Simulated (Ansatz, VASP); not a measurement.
**Two plane-wave programs on SiO2**

```
Si O
1.0
     3.33720    0.00000    0.00000
     0.00000    3.33720    0.00000
     0.00000    0.00000   29.98134
Si O
2 4
Direct
  0.00000 0.00000 0.24997
  0.50000 0.50000 0.35040
  0.00000 0.50000 0.24928
  0.50000 0.00000 0.24928
  0.50000 0.00000 0.35109
  0.00000 0.50000 0.35109
```

Alike in both runs: functional PBE; dispersion D3(BJ); k mesh 6 × 6 × 1; occupations gaussian, width 0.1 eV; no spin polarisation.

Ansatz relaxed the structure, and its values are those at the end. VASP's run is a single point on that final structure, the one shown.

|  | VASP | Ansatz |
| --- | --- | --- |
| version | VASP 6.6.1 | Ansatz 0.2.0 |
| potentials or method | VASP PAW PBE potentials, release 64 (Si, O), cutoff 520 eV | scalar-relativistic, plane waves, PAW |
| valence electrons in the cell | 32 | 32 |

```tsv
	VASP	Ansatz	Ansatz less VASP
gap on the k mesh at the Fermi level (eV)	none	none	-
rms of the force components (eV/Å)	0.003	0.004	+0.0011
```

A gap of «none» marks a metal or a gap that the smearing closes.
